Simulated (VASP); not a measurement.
# Sc (I4_1/amd) in VASP: single point with PBEsol

Aim: the single point of Sc with PBEsol.

All numbers are computed with VASP 6.6.1; they aren't measurements. Logs are shortened: lines on timing, memory, paths and dates and some standing lists are left out, and cuts for length are marked.

## (1) The cell of the first run

Symmetry: I4_1/amd, No. 141, tetragonal system. Conventional cell: a = 5.533 Å, b = 5.533 Å, c = 3.074 Å, α = 90.00°, β = 90.00°, γ = 90.00°. Within 3.8 Å of Sc (site symmetry -4m2) lie 10 Sc at 2.87 to 3.60 Å.

## (2) Single point, PBEsol

Input file INCAR:

```
  PREC = Accurate
  ENCUT = 520
  EDIFF = 1E-6
  ISMEAR = 0
  SIGMA = 0.1
  LREAL = False
  LASPH = True
  NELM = 100
  ALGO = Normal
  ISIF = 2
  LWAVE = False
  LCHARG = False
  GGA = PS
  NBANDS = 18
```

Input file KPOINTS:

```
regular mesh
0
Gamma
  20 20 20
```

Input file POSCAR:

```
Sc
1.0
   -2.7665997864      2.7665997864      1.5367905814
    2.7665997864     -2.7665997864      1.5367905814
    2.7665997864      2.7665997864     -1.5367905814
Sc
2
Direct
    0.0000000000      0.0000000000      0.0000000000
    0.7500000000      0.2500000000      0.5000000000
```

Potentials or basis: VASP PAW PBE potentials, release 64 (Sc_sv).

The run is started by

```bash
$ cat potpaw_PBE.64/Sc_sv/POTCAR > POTCAR
$ mpirun -np 1 vasp_std > vasp.out
```

OUTCAR:

```text
PREC = Accurate
   ENCUT = 520
   EDIFF = 1E-6
   ISMEAR = 0
   LREAL = False
   LASPH = True
   NELM = 100
   ISIF = 2
   GGA = PS

 ion  position               nearest neighbor table
   1  0.000  0.000  0.000-   2 2.87   2 2.87   2 2.87   2 2.87
   2  0.750  0.250  0.500-   1 2.87   1 2.87   1 2.87   1 2.87

  LATTYP: Found a body centered tetragonal cell.
 ALAT       =     5.5331995728
 C/A-ratio  =     0.5554799031

  Lattice vectors:

 A1 = (  -2.7665997864,   2.7665997864,   1.5367905814)
 A2 = (   2.7665997864,  -2.7665997864,   1.5367905814)
 A3 = (   2.7665997864,   2.7665997864,  -1.5367905814)

Analysis of symmetry for initial positions (statically):
=====================================================================
 Subroutine PRICEL returns:
 Original cell was already a primitive cell.

 Routine SETGRP: Setting up the symmetry group for a
 body centered tetragonal supercell.

 Subroutine GETGRP returns: Found 16 space group operations
 (whereof  8 operations were pure point group operations)
 out of a pool of 16 trial point group operations.

The static configuration has the point symmetry D_2d.
 The point group associated with its full space group is D_4h.

Analysis of symmetry for dynamics (positions and initial velocities):
=====================================================================
 Subroutine PRICEL returns:
 Original cell was already a primitive cell.

 Routine SETGRP: Setting up the symmetry group for a
 body centered tetragonal supercell.

 Subroutine GETGRP returns: Found 16 space group operations
 (whereof  8 operations were pure point group operations)
 out of a pool of 16 trial point group operations.

The dynamic configuration has the point symmetry D_2d.
 The point group associated with its full space group is D_4h.

 Subroutine INISYM returns: Found 16 space group operations
 (whereof  8 operations are pure point group operations),
 and found     1 'primitive' translations

----------------------------------------------------------------------------------------

                                     Primitive cell

  volume of cell :      47.0508

  direct lattice vectors                    reciprocal lattice vectors
    -2.766599786  2.766599786  1.536790581     0.000000000  0.180727260  0.325353373
     2.766599786 -2.766599786  1.536790581     0.180727260  0.000000000  0.325353373
     2.766599786  2.766599786 -1.536790581     0.180727260  0.180727260  0.000000000

  length of vectors
     4.203554930  4.203554930  4.203554930     0.372178936  0.372178936  0.255586943

  position of ions in fractional coordinates (direct lattice)
     0.000000000  0.000000000  0.000000000
     0.750000000  0.250000000  0.500000000

  ion indices of the primitive-cell ions
   primitive index   ion index
                 1           1
                 2           2

----------------------------------------------------------------------------------------

 KPOINTS: regular mesh

Automatic generation of k-mesh.
 Grid dimensions read from file:
 generate k-points for:   20   20   20

 Generating k-lattice:

  Cartesian coordinates                     Fractional coordinates (reciprocal lattice)
     0.000000000  0.009036363  0.016267669     0.050000000 -0.000000000  0.000000000
     0.009036363  0.000000000  0.016267669    -0.000000000  0.050000000  0.000000000
     0.009036363  0.009036363  0.000000000     0.000000000  0.000000000  0.050000000

  Length of vectors
     0.018608947  0.018608947  0.012779347

  Shift w.r.t. Gamma in fractional coordinates (k-lattice)
     0.000000000  0.000000000  0.000000000

 Subroutine IBZKPT returns following result:
 ===========================================

 Found    641 irreducible k-points:

 Following reciprocal coordinates:
            Coordinates               Weight
  0.000000  0.000000  0.000000      1.000000
  0.050000 -0.000000  0.000000      8.000000
  0.100000  0.000000 -0.000000      8.000000
  0.150000  0.000000  0.000000      8.000000
  0.200000  0.000000 -0.000000      8.000000
  0.250000  0.000000 -0.000000      8.000000
[... 16 lines left out ...]
 -0.400000  0.050000  0.000000     16.000000
 -0.350000  0.050000  0.000000     16.000000
 [... further k-points ...]
   k-points           NKPTS =    641   k-points in BZ     NKDIM =    641   number of bands    NBANDS=     18
   number of dos      NEDOS =    301   number of ions     NIONS =      2
   total plane-waves  NPLWV =  32768
   dimension x,y,z NGX =    32 NGY =   32 NGZ =   32
   dimension x,y,z NGXF=    64 NGYF=   64 NGZF=   64
   ions per type =               2
   NGX,Y,Z   is equivalent  to a cutoff of  12.66, 12.66, 12.66 a.u.
   NGXF,Y,Z  is equivalent  to a cutoff of  25.31, 25.31, 25.31 a.u.
 SYSTEM =  unknown system
   PREC   = accura    normal or accurate (medium, high low for compatibility)
   ISTART =      0    job   : 0-new  1-cont  2-samecut
   ICHARG =      2    charge: 1-file 2-atom 10-const
   ISPIN  =      1    spin polarized calculation?
   LNONCOLLINEAR =      F non collinear calculations
   LSORBIT =      F    spin-orbit coupling
   LASPH  =      T    aspherical Exc in radial PAW
   ENCUT  =  520.0 eV  38.22 Ry    6.18 a.u.   7.82  7.82  7.82*2*pi/ulx,y,z
   NELM   =    100;   NELMIN=  2; NELMDL= -5     # of ELM steps
   EDIFF  = 0.1E-05   stopping-criterion for ELM
   LREAL  =      F    real-space projection
[... 7 lines left out ...]
   TEBEG  =    0.0;   TEEND  =   0.0 temperature during run
   PSTRESS=    0.0 pullay stress
   NELECT =      22.0000    total number of electrons
   NUPDOWN=      -1.0000    fix difference up-down
   EMIN   =  10.00;   EMAX   =-10.00  energy-range for DOS
   EFERMI =   0.00;   METHOD = LEGACY
   ISMEAR =     0;   SIGMA  =   0.10  broadening in eV -4-tet -1-fermi 0-gaus
   EFERMI_NEDOS =   21; number of points for ismear=-14 and -15
   IALGO  =     38    algorithm
   IMIX   =      4    mixing-type and parameters
     AMIX     =   0.40;   BMIX     =  1.00
     AMIX_MAG =   1.60;   BMIX_MAG =  1.00
  volume/ion in A,a.u.               =      23.53       158.76
  Fermi-wavevector in a.u.,A,eV,Ry     =   1.270652  2.401184 21.967373  1.614556
  Thomas-Fermi vector in A             =   2.403628
   LORBIT       =      0    0 simple, 1 ext, 2 COOP (PROOUT), +10 PAW based schemes
   GGA     = PS    functional components
   LHFCALC =     F    Hartree Fock is set to
   AEXX    =    0.0000 exact exchange contribution
   IVDW    =     0    specifies the selected vdW correction
   LEPSILON=     F    determine dielectric tensor
   LRPA    =     F    only Hartree local field effects (RPA)
 non-spin polarized calculation
 Gauss-broadening in eV      SIGMA  =   0.10
  energy-cutoff  :      520.00
  volume of cell :       47.05
 maximum number of plane-waves:      1290
   NGX = 15   NGY = 15   NGZ = 15

 number of electron      21.9999994 magnetization

 Free energy of the ion-electron system (eV)
  ---------------------------------------------------
  ext. energy  EPLUGINS =         0.00000000
  ---------------------------------------------------
  free energy    TOTEN  =       -12.39750344 eV

  energy without entropy =      -12.37562944  energy(sigma->0) =      -12.38656644

 E-fermi :   3.8364     XC(G=0): -10.1601

 val. band max:        3.8355404058   @ k =  -0.2500   0.4000   0.0500
 cond. band min:       3.8365704232   @ k =  -0.0500  -0.2000   0.0500
 fundamental gap:      0.0010300174
 Fermi energy:         3.8363599715

 k-point     1 :       0.0000    0.0000    0.0000
  band No.  band energies     occupation
      1     -45.4908      2.00000
      2     -45.3020      2.00000
      3     -24.4561      2.00000
      4     -24.4561      2.00000
      5     -23.8944      2.00000
      6     -23.8944      2.00000
[... 10 lines left out ...]
     17       6.6862      0.00000
     18       8.0373      0.00000

 k-point     2 :       0.0500   -0.0000    0.0000
  band No.  band energies     occupation
      1     -45.4888      2.00000
      2     -45.3020      2.00000
      3     -24.4554      2.00000
      4     -24.4512      2.00000
      5     -23.9052      2.00000
      6     -23.8937      2.00000
[... 10 lines left out ...]
     17       6.8367      0.00000
     18       8.0315      0.00000

 k-point     3 :       0.1000    0.0000   -0.0000
  band No.  band energies     occupation
      1     -45.4828      2.00000
      2     -45.3020      2.00000
      3     -24.4532      2.00000
      4     -24.4371      2.00000
      5     -23.9342      2.00000
      6     -23.9046      2.00000
[... 10 lines left out ...]
     17       6.8204      0.00000
     18       7.9839      0.00000

 k-point     4 :       0.1500    0.0000    0.0000
  band No.  band energies     occupation
      1     -45.4735      2.00000
      2     -45.3021      2.00000
      3     -24.4499      2.00000
      4     -24.4153      2.00000
      5     -23.9788      2.00000
      6     -23.9463      2.00000
[... 10 lines left out ...]
     17       6.6979      0.00000
     18       7.8960      0.00000

 k-point     5 :       0.2000    0.0000   -0.0000
  band No.  band energies     occupation
      1     -45.4613      2.00000
      2     -45.3026      2.00000
      3     -24.4456      2.00000
      4     -24.3886      2.00000
      5     -24.0356      2.00000
      6     -23.9949      2.00000
[... 10 lines left out ...]
     17       6.5224      0.00000
     18       7.8254      0.00000

 k-point     6 :       0.2500    0.0000   -0.0000
  band No.  band energies     occupation
      1     -45.4474      2.00000
      2     -45.3036      2.00000
      3     -24.4408      2.00000
      4     -24.3611      2.00000
      5     -24.0986      2.00000
      6     -24.0438      2.00000
[... 10 lines left out ...]
     17       6.3280      0.00000
     18       7.6446      0.00000

 k-point     7 :       0.3000    0.0000    0.0000
  band No.  band energies     occupation
      1     -45.4329      2.00000
      2     -45.3052      2.00000
      3     -24.4360      2.00000
      4     -24.3390      2.00000
      5     -24.1601      2.00000
      6     -24.0851      2.00000
[... 10 lines left out ...]
     17       6.5563      0.00000
     18       7.4710      0.00000

 k-point     8 :       0.3500    0.0000   -0.0000
  band No.  band energies     occupation
      1     -45.4189      2.00000
      2     -45.3074      2.00000
      3     -24.4316      2.00000
      4     -24.3300      2.00000
      5     -24.2126      2.00000
      6     -24.1098      2.00000
[... 10 lines left out ...]
     17       7.0339      0.00000
     18       7.2633      0.00000
[... 229 lines left out ...]
     17       6.9907      0.00000
     18       7.8193      0.00000

 k-point    20 :       0.4500    0.0500    0.0000
  band No.  band energies     occupation
      1     -45.3958      2.00000
      2     -45.3131      2.00000
      3     -24.4250      2.00000
      4     -24.3548      2.00000
      5     -24.2782      2.00000
      6     -24.1095      2.00000
[... 10 lines left out ...]
     17       7.1601      0.00000
     18       7.6264      0.00000

 k-point    21 :       0.5000    0.0500    0.0000
  band No.  band energies     occupation
      1     -45.3965      2.00000
      2     -45.3144      2.00000
      3     -24.4267      2.00000
      4     -24.3454      2.00000
      5     -24.2755      2.00000
      6     -24.0932      2.00000
[... 10 lines left out ...]
     17       7.2438      0.00000
     18       7.4541      0.00000

 k-point    22 :      -0.4500    0.0500    0.0000
  band No.  band energies     occupation
      1     -45.4029      2.00000
      2     -45.3140      2.00000
      3     -24.4294      2.00000
      4     -24.3272      2.00000
      5     -24.2588      2.00000
      6     -24.0919      2.00000
[... 10 lines left out ...]
     17       7.0168      0.00000
     18       7.4363      0.00000

 k-point    23 :      -0.4000    0.0500    0.0000
  band No.  band energies     occupation
      1     -45.4137      2.00000
      2     -45.3125      2.00000
      3     -24.4332      2.00000
      4     -24.3117      2.00000
      5     -24.2271      2.00000
      6     -24.0914      2.00000
[... 10 lines left out ...]
     17       7.0882      0.00000
     18       7.1453      0.00000

 k-point    24 :      -0.3500    0.0500    0.0000
  band No.  band energies     occupation
      1     -45.4273      2.00000
      2     -45.3106      2.00000
      3     -24.4377      2.00000
      4     -24.3140      2.00000
      5     -24.1790      2.00000
      6     -24.0734      2.00000
[... 10 lines left out ...]
     17       6.7116      0.00000
     18       7.3334      0.00000

 [... further k-points ...]

------------------------ aborting loop because EDIFF is reached ----------------------------------------

  FORCE on cell =-STRESS in cart. coord.  units (eV):
  Direction    XX          YY          ZZ          XY          YZ          ZX
  --------------------------------------------------------------------------------------
  -------------------------------------------------------------------------------------
  Total        0.0071983      0.0071983      0.0036019      0.0000000     -0.0000000      0.0000000
  in kB        0.2451160      0.2451160      0.1226522      0.0000000     -0.0000000      0.0000000
  external PRESSURE =       0.2042947 kB  Pullay stress =       0.0000000 kB

 VOLUME and BASIS-vectors are now :
 -----------------------------------------------------------------------------
  energy-cutoff  :      520.00
  volume of cell :       47.05
      direct lattice vectors                 reciprocal lattice vectors
    -2.766599786  2.766599786  1.536790581     0.000000000  0.180727260  0.325353373
     2.766599786 -2.766599786  1.536790581     0.180727260  0.000000000  0.325353373
     2.766599786  2.766599786 -1.536790581     0.180727260  0.180727260  0.000000000

 POSITION                                       TOTAL-FORCE (eV/Angst)
 -----------------------------------------------------------------------------------
      0.00000      0.00000      0.00000         0.000000      0.000000     -0.000000
      0.00000      2.76660      0.76840        -0.000000     -0.000000      0.000000
 -----------------------------------------------------------------------------------
    total drift:                                0.000000     -0.000000      0.000000

  FREE ENERGIE OF THE ION-ELECTRON SYSTEM (eV)
  ---------------------------------------------------
  free  energy   TOTEN  =       -12.3975034394 eV

  energy  without entropy=      -12.3756294388  energy(sigma->0) =      -12.38656644
```

Run time: 8.2 min. Hardware: 1 thread of Intel Xeon Platinum 8375C at 2.90GHz (Ice Lake), shared host; peak memory 0.53 GiB.

Results:

```
Free energy            : -12.3975 eV
Pressure               : 0.0 GPa
Band gap on the k mesh : zero (band 11 reaches 4.12 eV, above the bottom of band 12 at 3.06 eV)
```

Caveat: the PAW data sets were made with another functional, which shifts forces and pressure a little.
